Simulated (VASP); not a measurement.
# Mo (Im-3m) in VASP: notebook, part 2 of 2

VASP 6.6.1. Earlier steps stand in the parts before.

### Step 4. Single point, B3LYP

This run uses another cell than the first one, of 16.43 Å³/atom, 0.893 times its volume.

Input file POSCAR:

```
Mo
1.0
   -1.6016412097      1.6016412097      1.6016412097
    1.6016412097     -1.6016412097      1.6016412097
    1.6016412097      1.6016412097     -1.6016412097
Mo
1
Direct
    0.0000000000      0.0000000000      0.0000000000
```

Input file INCAR.step1:

```
  PREC = Accurate
  ENCUT = 520
  EDIFF = 1E-5
  ISMEAR = -1
  SIGMA = 0.1
  LREAL = False
  LASPH = True
  NELM = 100
  ALGO = Normal
  ISIF = 2
  LWAVE = True
  LCHARG = False
  NBANDS = 13
  GGA = PE
```

Input file INCAR.step2:

```
  PREC = Accurate
  ENCUT = 520
  EDIFF = 1E-7
  ISMEAR = -1
  SIGMA = 0.1
  LREAL = False
  LASPH = True
  NELM = 100
  ALGO = Normal
  ISIF = 2
  LWAVE = False
  LCHARG = False
  GGA = B3
  LHFCALC = True
  AEXX = 0.2
  AGGAX = 0.72
  AGGAC = 0.81
  ALDAC = 0.19
  PRECFOCK = Normal
  NBANDS = 13
  ISTART = 1
```

Input file KPOINTS:

```
Automatic mesh
0
Gamma
  7 7 7
```

Potentials or basis: VASP PAW PBE potentials, release 64 (Mo_sv).

On the command line:

```sh
> cat potpaw_PBE.64/Mo_sv/POTCAR > POTCAR
> cp INCAR.step1 INCAR
> mpirun -np 1 vasp_std > vasp.out
> cp INCAR.step2 INCAR
> mpirun -np 1 vasp_std > vasp.out
```

OUTCAR:

```text
PREC = Accurate
   ENCUT = 520
   EDIFF = 1E-7
   ISMEAR = -1
   LREAL = False
   LASPH = True
   NELM = 100
   ISIF = 2
   GGA = B3
   LHFCALC = True
   AEXX = 0.2
   PRECFOCK = Normal
   ISTART = 1

 ion  position               nearest neighbor table
   1  0.000  0.000  0.000-

  LATTYP: Found a body centered cubic cell.
 ALAT       =     3.2032824194

  Lattice vectors:

 A1 = (  -1.6016412097,   1.6016412097,   1.6016412097)
 A2 = (   1.6016412097,  -1.6016412097,   1.6016412097)
 A3 = (   1.6016412097,   1.6016412097,  -1.6016412097)

Analysis of symmetry for initial positions (statically):
=====================================================================
 Subroutine PRICEL returns:
 Original cell was already a primitive cell.

 Routine SETGRP: Setting up the symmetry group for a
 body centered cubic supercell.

 Subroutine GETGRP returns: Found 48 space group operations
 (whereof 48 operations were pure point group operations)
 out of a pool of 48 trial point group operations.

The static configuration has the point symmetry O_h .

Analysis of symmetry for dynamics (positions and initial velocities):
=====================================================================
 Subroutine PRICEL returns:
 Original cell was already a primitive cell.

 Routine SETGRP: Setting up the symmetry group for a
 body centered cubic supercell.

 Subroutine GETGRP returns: Found 48 space group operations
 (whereof 48 operations were pure point group operations)
 out of a pool of 48 trial point group operations.

The dynamic configuration has the point symmetry O_h .

 Subroutine INISYM returns: Found 48 space group operations
 (whereof 48 operations are pure point group operations),
 and found     1 'primitive' translations

[... 116 lines left out ...]
   NKREDX  =     1    reduce k-point grid by
   NKREDY  =     1    reduce k-point grid by
   NKREDZ  =     1    reduce k-point grid by
   AEXX    =    0.2000 exact exchange contribution
   HFSCREEN=    0.0000 screening length (either q_TF or 0.3 A-1)
   HFSCREENC=   0.0000 screening length for correlation (either q_TF or 0.3 A-1)
   ENCUTFOCK=  -1.0 apply spherical cutoff to Coloumb kernel
   IVDW    =     0    specifies the selected vdW correction
   LEPSILON=     F    determine dielectric tensor
   LRPA    =     F    only Hartree local field effects (RPA)
 non-spin polarized calculation
  energy-cutoff  :      520.00
  volume of cell :       16.43
 maximum number of plane-waves:       454
 NGX is ok and might be reduce to    24
  NGX = 16; NGY = 16; NGZ = 16

 number of electron      13.9999999 magnetization

 Free energy of the ion-electron system (eV)
  ---------------------------------------------------
  ext. energy  EPLUGINS =         0.00000000
  ---------------------------------------------------
  free energy    TOTEN  =       -12.09402355 eV

  energy without entropy =      -12.08505238  energy(sigma->0) =      -12.08953797

 E-fermi :  12.0394     XC(G=0): -10.4502

 val. band max:       11.7565825609   @ k =  -0.4286   0.4286   0.2857
 cond. band min:      12.1762968023   @ k =  -0.4286  -0.4286   0.2857
 fundamental gap:      0.4197142414
 Fermi energy:        12.0393749672

 k-point     1 :       0.0000    0.0000    0.0000
  band No.  band energies     occupation
      1     -52.8059      2.00000
      2     -25.0550      2.00000
      3     -25.0550      2.00000
      4     -25.0550      2.00000
      5       3.9215      2.00000
      6      10.1188      2.00000
      7      10.1188      2.00000
      8      10.1188      2.00000
      9      14.5461      0.00000
     10      14.5461      0.00000
     11      27.9700      0.00000
     12      27.9700      0.00000
     13      27.9700      0.00000
[... 290 lines left out ...]
  band No.  band energies     occupation
      1     -52.4071      2.00000
      2     -25.9682      2.00000
      3     -25.9197      2.00000
      4     -25.9197      2.00000
      5       6.4364      2.00000
      6       6.5507      2.00000
      7      15.2797      0.00000
      8      15.2797      0.00000
      9      15.9924      0.00000
     10      20.5657      0.00000
     11      23.2949      0.00000
     12      23.2949      0.00000
     13      32.0776      0.00000

------------------------ aborting loop because EDIFF is reached ----------------------------------------

  FORCE on cell =-STRESS in cart. coord.  units (eV):
  Direction    XX          YY          ZZ          XY          YZ          ZX
  --------------------------------------------------------------------------------------
  -------------------------------------------------------------------------------------
  Total       -0.5664364     -0.5664364     -0.5664364      0.0000000      0.0000000     -0.0000000
  in kB      -55.2212236    -55.2212236    -55.2212236      0.0000000      0.0000000     -0.0000000
  external PRESSURE =     -55.2212236 kB  Pullay stress =       0.0000000 kB

 VOLUME and BASIS-vectors are now :
 -----------------------------------------------------------------------------
  energy-cutoff  :      520.00
  volume of cell :       16.43
      direct lattice vectors                 reciprocal lattice vectors
    -1.601641210  1.601641210  1.601641210     0.000000000  0.312179780  0.312179780
     1.601641210 -1.601641210  1.601641210     0.312179780  0.000000000  0.312179780
     1.601641210  1.601641210 -1.601641210     0.312179780  0.312179780  0.000000000

 POSITION                                       TOTAL-FORCE (eV/Angst)
 -----------------------------------------------------------------------------------
      0.00000      0.00000      0.00000         0.000000     -0.000000      0.000000
 -----------------------------------------------------------------------------------
    total drift:                               -0.000000      0.000000     -0.000000

  FREE ENERGIE OF THE ION-ELECTRON SYSTEM (eV)
  ---------------------------------------------------
  free  energy   TOTEN  =       -12.0940235503 eV

  energy  without entropy=      -12.0850523806  energy(sigma->0) =      -12.08953797
```

OSZICAR.step1:

```text
N       E                     dE             d eps       ncg     rms          rms(c)
DAV:   1     0.958895261446E+02    0.95890E+02   -0.80653E+03   520   0.109E+03
DAV:   2    -0.104569796866E+02   -0.10635E+03   -0.10301E+03   610   0.312E+02
DAV:   3    -0.115880647328E+02   -0.11311E+01   -0.11259E+01   565   0.324E+01
DAV:   4    -0.115906008455E+02   -0.25361E-02   -0.25361E-02   620   0.191E+00
DAV:   5    -0.115906172478E+02   -0.16402E-04   -0.16403E-04   550   0.137E-01    0.131E+01
DAV:   6    -0.109855119167E+02    0.60511E+00   -0.77754E-01   530   0.106E+01    0.331E+00
DAV:   7    -0.109062146253E+02    0.79297E-01   -0.14391E-01   565   0.436E+00    0.102E+00
DAV:   8    -0.109024322813E+02    0.37823E-02   -0.42568E-03   545   0.832E-01    0.204E-01
DAV:   9    -0.109025088822E+02   -0.76601E-04   -0.12137E-04   590   0.136E-01    0.775E-02
DAV:  10    -0.109025205540E+02   -0.11672E-04   -0.13336E-05   436   0.422E-02    0.794E-03
DAV:  11    -0.109025206754E+02   -0.12136E-06   -0.42691E-07   265   0.793E-03
   1 F= -.10902521E+02 E0= -.10885867E+02  d E =-.333079E-01
```

Run time: 19 min. Hardware: 1 thread of AMD EPYC 9R45 (Zen 5), shared host; peak memory 0.12 GiB.

Results:

| Property | Result |
| --- | --- |
| Free energy | -12.0940 eV |
| Pressure | -5.5 GPa |
| Band gap on the k mesh | zero (band 7 reaches 15.28 eV, above the bottom of band 8 at 10.12 eV) |

Levels at points of the mesh, in eV from the Fermi level:
```csv
k point,band 3,band 4,band 5,band 6,band 7,band 8,band 9,band 10,band 11,band 12
"(0.00, 0.00, 0.00)",-37.09,-37.09,-8.12,-1.92,-1.92,-1.92,2.51,2.51,15.93,15.93
```

Caveat: the k points lie up to 0.40 Å⁻¹ apart; the PAW data sets were made with another functional, which shifts forces and pressure a little.

### Step 5. Overview

```tsv
level	spin	cell	k mesh	grid for exact exchange (PRECFOCK)	gap on the mesh (eV)	pressure (GPa)
BLYP	off	a = 2.881 Å, angles 109.5°, 1 atom	23 × 23 × 23	-	none	-20.2
BLYP	non-collinear, zero start, SOC	a = 2.774 Å, angles 109.5°, 1 atom	14 × 14 × 14	-	-	1.0
B3LYP	off	a = 2.774 Å, angles 109.5°, 1 atom	7 × 7 × 7	Normal	none	-5.5
```

Alike in all rows: task single point; potentials or basis VASP PAW PBE potentials, release 64 (Mo_sv); cutoff (eV) 520; smearing fermi-dirac 0.1 eV.

Caveats: some runs use coarse meshes; the PAW data sets were made with another functional, which shifts forces and pressure a little.

Absolute energies hang on the potentials; compare differences alone.
